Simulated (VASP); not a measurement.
# NbC (Niobocarbide) (Fm-3m) in VASP: notebook, part 2 of 2

VASP 6.6.1. Earlier steps stand in the parts before.

## Step 3: Single point, PBEsol

INCAR

```
ALGO = Normal ; EDIFF = 1E-6
ENCUT = 600 ; GGA = PS
GGA_COMPAT = F ; ISIF = 2
ISMEAR = 0 ; LASPH = T
LCHARG = T ; LELF = T
LREAL = F ; LVHAR = T
LWAVE = F ; NBANDS = 16
NELM = 120 ; PREC = Accurate
SIGMA = 0.02
```

KPOINTS

```
k-points
0
Gamma
  9 9 9
```

POSCAR

```
NbC
1.0
    3.1601310000      0.0000000000      0.0000000000
    1.5800655000      2.7367537253      0.0000000000
    1.5800655000      0.9122512418      2.5802361568
Nb C
1 1
Direct
    0.0000000000      0.0000000000      0.0000000000
    0.5000000000      0.5000000000      0.5000000000
```

Potentials or basis: VASP PAW PBE potentials, release 64 (Nb_sv, C).

The run is started by

```bash
$ cat potpaw_PBE.64/Nb_sv/POTCAR potpaw_PBE.64/C/POTCAR > POTCAR
$ mpirun -np 1 vasp_std > vasp.out
```

OUTCAR:

```text
EDIFF = 1E-6
   ENCUT = 600
   GGA = PS
   ISIF = 2
   ISMEAR = 0
   LASPH = T
   LREAL = F
   NELM = 120
   PREC = Accurate

 ion  position               nearest neighbor table
   1  0.000  0.000  0.000-   2 2.23   2 2.23   2 2.23   2 2.23   2 2.23   2 2.23
   2  0.500  0.500  0.500-   1 2.23   1 2.23   1 2.23   1 2.23   1 2.23   1 2.23

  LATTYP: Found a face centered cubic cell.
 ALAT       =     4.4691001191

  Lattice vectors:

 A1 = (   3.1601310000,   0.0000000000,   0.0000000000)
 A2 = (   1.5800655000,   2.7367537253,   0.0000000000)
 A3 = (   1.5800655000,   0.9122512418,   2.5802361568)

Analysis of symmetry for initial positions (statically):
=====================================================================
 Subroutine PRICEL returns:
 Original cell was already a primitive cell.

 Routine SETGRP: Setting up the symmetry group for a
 face centered cubic supercell.

 Subroutine GETGRP returns: Found 48 space group operations
 (whereof 48 operations were pure point group operations)
 out of a pool of 48 trial point group operations.

The static configuration has the point symmetry O_h .

Analysis of symmetry for dynamics (positions and initial velocities):
=====================================================================
 Subroutine PRICEL returns:
 Original cell was already a primitive cell.

 Routine SETGRP: Setting up the symmetry group for a
 face centered cubic supercell.

 Subroutine GETGRP returns: Found 48 space group operations
 (whereof 48 operations were pure point group operations)
 out of a pool of 48 trial point group operations.

The dynamic configuration has the point symmetry O_h .

 Subroutine INISYM returns: Found 48 space group operations
 (whereof 48 operations are pure point group operations),
 and found     1 'primitive' translations

----------------------------------------------------------------------------------------

                                     Primitive cell

  volume of cell :      22.3152

  direct lattice vectors                    reciprocal lattice vectors
     3.160131000  0.000000000  0.000000000     0.316442578 -0.182698208 -0.129187141
     1.580065500  2.736753725  0.000000000     0.000000000  0.365396415 -0.129187141
     1.580065500  0.912251242  2.580236157     0.000000000  0.000000000  0.387561424

  length of vectors
     3.160131000  3.160131000  3.160131000     0.387561424  0.387561424  0.387561424

  position of ions in fractional coordinates (direct lattice)
     0.000000000  0.000000000  0.000000000
     0.500000000  0.500000000  0.500000000

  ion indices of the primitive-cell ions
   primitive index   ion index
                 1           1
                 2           2

----------------------------------------------------------------------------------------

 KPOINTS: k-points

Automatic generation of k-mesh.
 Grid dimensions read from file:
 generate k-points for:    9    9    9

 Generating k-lattice:

  Cartesian coordinates                     Fractional coordinates (reciprocal lattice)
     0.035160286 -0.020299801 -0.014354127     0.111111111  0.000000000 -0.000000000
     0.000000000  0.040599602 -0.014354127     0.000000000  0.111111111  0.000000000
     0.000000000  0.000000000  0.043062380     0.000000000  0.000000000  0.111111111

  Length of vectors
     0.043062380  0.043062380  0.043062380

  Shift w.r.t. Gamma in fractional coordinates (k-lattice)
     0.000000000  0.000000000  0.000000000

 Subroutine IBZKPT returns following result:
 ===========================================

 Found     35 irreducible k-points:

 Following reciprocal coordinates:
            Coordinates               Weight
  0.000000  0.000000  0.000000      1.000000
  0.111111  0.000000  0.000000      8.000000
  0.222222  0.000000  0.000000      8.000000
  0.333333  0.000000  0.000000      8.000000
  0.444444  0.000000  0.000000      8.000000
  0.111111  0.111111  0.000000      6.000000
[... 16 lines left out ...]
 -0.333333  0.333333 -0.000000     12.000000
  0.444444  0.444444  0.000000      6.000000
 [... further k-points ...]
   k-points           NKPTS =     35   k-points in BZ     NKDIM =     35   number of bands    NBANDS=     16
   number of dos      NEDOS =    301   number of ions     NIONS =      2
   total plane-waves  NPLWV =  21952
   dimension x,y,z NGX =    28 NGY =   28 NGZ =   28
   dimension x,y,z NGXF=    56 NGYF=   56 NGZF=   56
   ions per type =               1   1
   NGX,Y,Z   is equivalent  to a cutoff of  14.73, 14.73, 14.73 a.u.
   NGXF,Y,Z  is equivalent  to a cutoff of  29.46, 29.46, 29.46 a.u.
 SYSTEM =  unknown system
   PREC   = accura    normal or accurate (medium, high low for compatibility)
   ISTART =      0    job   : 0-new  1-cont  2-samecut
   ICHARG =      2    charge: 1-file 2-atom 10-const
   ISPIN  =      1    spin polarized calculation?
   LNONCOLLINEAR =      F non collinear calculations
   LSORBIT =      F    spin-orbit coupling
   LASPH  =      T    aspherical Exc in radial PAW
   ENCUT  =  600.0 eV  44.10 Ry    6.64 a.u.   6.31  6.31  6.31*2*pi/ulx,y,z
   NELM   =    120;   NELMIN=  2; NELMDL= -5     # of ELM steps
   EDIFF  = 0.1E-05   stopping-criterion for ELM
   LREAL  =      F    real-space projection
   EDIFFG = 0.1E-04   stopping-criterion for IOM
   NSW    =      0    number of steps for IOM
   IBRION =     -1    ionic relax: 0-MD 1-quasi-New 2-CG
   NFREE  =      0    steps in history (QN), initial steepest desc. (CG)
   ISIF   =      2    stress and relaxation
   ISYM   =      2    0-nonsym 1-usesym 2-fastsym
   POTIM  = 0.5000    time-step for ionic-motion
   TEBEG  =    0.0;   TEEND  =   0.0 temperature during run
   PSTRESS=    0.0 pullay stress
   NELECT =      17.0000    total number of electrons
   NUPDOWN=      -1.0000    fix difference up-down
   EMIN   =  10.00;   EMAX   =-10.00  energy-range for DOS
   EFERMI =   0.00;   METHOD = LEGACY
   ISMEAR =     0;   SIGMA  =   0.02  broadening in eV -4-tet -1-fermi 0-gaus
   EFERMI_NEDOS =   21; number of points for ismear=-14 and -15
   IALGO  =     38    algorithm
   IMIX   =      4    mixing-type and parameters
     AMIX     =   0.40;   BMIX     =  1.00
     AMIX_MAG =   1.60;   BMIX_MAG =  1.00
  volume/ion in A,a.u.               =      11.16        75.30
  Fermi-wavevector in a.u.,A,eV,Ry     =   1.495172  2.825465 30.416344  2.235538
  Thomas-Fermi vector in A             =   2.607351
   LORBIT       =      0    0 simple, 1 ext, 2 COOP (PROOUT), +10 PAW based schemes
   GGA     = PS    functional components
   LHFCALC =     F    Hartree Fock is set to
   AEXX    =    0.0000 exact exchange contribution
   IVDW    =     0    specifies the selected vdW correction
   LEPSILON=     F    determine dielectric tensor
   LRPA    =     F    only Hartree local field effects (RPA)
 non-spin polarized calculation
 Gauss-broadening in eV      SIGMA  =   0.02
  energy-cutoff  :      600.00
  volume of cell :       22.32
 maximum number of plane-waves:       759
 NGX is ok and might be reduce to    28
   NGX = 13   NGY = 13   NGZ = 13

 number of electron      17.0000001 magnetization

 Free energy of the ion-electron system (eV)
  ---------------------------------------------------
  ext. energy  EPLUGINS =         0.00000000
  ---------------------------------------------------
  free energy    TOTEN  =       -21.83979295 eV

  energy without entropy =      -21.83896508  energy(sigma->0) =      -21.83937901

 E-fermi :  12.4373     XC(G=0): -13.2262

 val. band max:       12.4163772419   @ k =   0.4444   0.2222   0.1111
 cond. band min:      12.4374582689   @ k =   0.2222   0.0000   0.0000
 fundamental gap:      0.0210810271
 Fermi energy:        12.4373091696

 k-point     1 :       0.0000    0.0000    0.0000
  band No.  band energies     occupation
      1     -43.1426      2.00000
      2     -18.8805      2.00000
      3     -18.8805      2.00000
      4     -18.8805      2.00000
      5      -0.9766      2.00000
      6      11.1455      2.00000
[... 8 lines left out ...]
     15      22.3785      0.00000
     16      34.7187      0.00000
[... 419 lines left out ...]
 k-point    24 :       0.4444    0.4444    0.0000
  band No.  band energies     occupation
      1     -43.0022      2.00000
      2     -19.6104      2.00000
      3     -19.1638      2.00000
      4     -19.1638      2.00000
      5       0.4403      2.00000
      6       8.3183      2.00000
[... 8 lines left out ...]
     15      24.7252      0.00000
     16      30.0984      0.00000

 [... further k-points ...]

------------------------ aborting loop because EDIFF is reached ----------------------------------------

  FORCE on cell =-STRESS in cart. coord.  units (eV):
  Direction    XX          YY          ZZ          XY          YZ          ZX
  --------------------------------------------------------------------------------------
  -------------------------------------------------------------------------------------
  Total       -0.6386366     -0.6386366     -0.6386366      0.0000000     -0.0000000     -0.0000000
  in kB      -45.8526175    -45.8526175    -45.8526175      0.0000000     -0.0000000     -0.0000000
  external PRESSURE =     -45.8526175 kB  Pullay stress =       0.0000000 kB

 VOLUME and BASIS-vectors are now :
 -----------------------------------------------------------------------------
  energy-cutoff  :      600.00
  volume of cell :       22.32
      direct lattice vectors                 reciprocal lattice vectors
     3.160131000  0.000000000  0.000000000     0.316442578 -0.182698208 -0.129187141
     1.580065500  2.736753725  0.000000000     0.000000000  0.365396415 -0.129187141
     1.580065500  0.912251242  2.580236157     0.000000000  0.000000000  0.387561424

 POSITION                                       TOTAL-FORCE (eV/Angst)
 -----------------------------------------------------------------------------------
      0.00000      0.00000      0.00000        -0.000000     -0.000000      0.000000
      3.16013      1.82450      1.29012         0.000000      0.000000      0.000000
 -----------------------------------------------------------------------------------
    total drift:                                0.000000     -0.000000     -0.000000

  FREE ENERGIE OF THE ION-ELECTRON SYSTEM (eV)
  ---------------------------------------------------
  free  energy   TOTEN  =       -21.8397929461 eV

  energy  without entropy=      -21.8389650793  energy(sigma->0) =      -21.83937901
```

OSZICAR:

```text
N       E                     dE             d eps       ncg     rms          rms(c)
DAV:   1     0.146212111768E+03    0.14621E+03   -0.94523E+03  1120   0.118E+03
DAV:   2    -0.186076740695E+02   -0.16482E+03   -0.15511E+03  1296   0.391E+02
DAV:   3    -0.251681792702E+02   -0.65605E+01   -0.64304E+01  1648   0.702E+01
DAV:   4    -0.254523839206E+02   -0.28420E+00   -0.28368E+00  1520   0.136E+01
DAV:   5    -0.254572920250E+02   -0.49081E-02   -0.49072E-02  1640   0.171E+00    0.129E+01
DAV:   6    -0.219744382737E+02    0.34829E+01   -0.70699E+00  1760   0.282E+01    0.367E+00
DAV:   7    -0.218557482543E+02    0.11869E+00   -0.51675E-01  1488   0.698E+00    0.244E+00
DAV:   8    -0.218481960627E+02    0.75522E-02   -0.14405E-01  1704   0.352E+00    0.124E+00
DAV:   9    -0.218396335630E+02    0.85625E-02   -0.25412E-02  1456   0.145E+00    0.317E-01
DAV:  10    -0.218398220407E+02   -0.18848E-03   -0.15304E-03  1288   0.389E-01    0.685E-02
DAV:  11    -0.218397928567E+02    0.29184E-04   -0.78848E-05  1568   0.799E-02    0.180E-02
DAV:  12    -0.218397929461E+02   -0.89455E-07   -0.57005E-06  1376   0.202E-02
   1 F= -.21839793E+02 E0= -.21839379E+02  d E =-.827867E-03
```

It took 18 s on 1 thread of Intel Xeon Platinum 8259CL at 2.50GHz (Skylake/Cascade Lake), shared host; peak memory 0.16 GiB.

What came out:

```
Free energy : -21.8398 eV
Pressure    : -4.6 GPa
```

Caveat: the PAW data sets were made with another functional, which shifts forces and pressure a little.
